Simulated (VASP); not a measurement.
## As3O2: single point with PBE

The system is As3O2.

```
As O
1.0
     3.21007    0.00000    0.00000
    -1.60504    2.78000    0.00000
     0.00000    0.00000   17.79859
As O
6 4
Cartesian
  0.0000 1.8533 16.9561
  1.6050 0.9267 8.0568
  0.0000 1.8533 9.7418
  1.6050 0.9267 0.8425
  0.0000 1.8533 13.3489
  1.6050 0.9267 4.4496
  0.0000 1.8533 3.2489
  1.6050 0.9267 12.1481
  0.0000 1.8533 5.6504
  1.6050 0.9267 14.5497
```

The cell was generated, and may not be a known phase.

```
Program                : VASP 6.6.1
Task                   : single point
Functional             : PBE
Potentials or basis    : VASP PAW PBE potentials, release 64 (As, O)
Cutoff                 : 520 eV
k mesh                 : 6 × 6 × 1
Occupations            : gaussian, width 0.1 eV
Spin                   : no spin polarisation
Dipole correction      : no
Further INCAR settings : ALGO = Normal; EDIFF = 1e-06; NBANDS = 38
```

* Pressure: 0.2 GPa
* Largest force: 0.115 eV/Å
* Band gap on the k mesh: zero (bands 27 and 28 overlap by 2.43 eV)

Forces on the atoms (eV/Å):
```
As   0.000  0.000 -0.115
As   0.000  0.000 -0.115
As   0.000  0.000  0.115
As   0.000  0.000  0.115
As   0.000  0.000  0.000
As   0.000  0.000  0.000
O    0.000  0.000 -0.001
O    0.000  0.000 -0.001
O    0.000  0.000  0.001
O    0.000  0.000  0.001
```

Levels at points of the mesh, in eV from the Fermi level:
```
           k point  band 24  band 25  band 26  band 27  band 28  band 29  band 30  band 31
(0.00, 0.00, 0.00)    -0.02     1.71     1.77     1.77     1.77     1.77     2.59     4.33
(0.50, 0.00, 0.00)    -0.99    -0.93    -0.88    -0.79    -0.66     1.51     1.99     2.24
```

It took 75 s on 1 thread of Oxide Virtual Turin-like Processor, on a shared host, peak memory 0.23 GiB.

Caveat: the k points lie up to 0.38 Å⁻¹ apart, too coarse for converged energies and pressures of a metal.
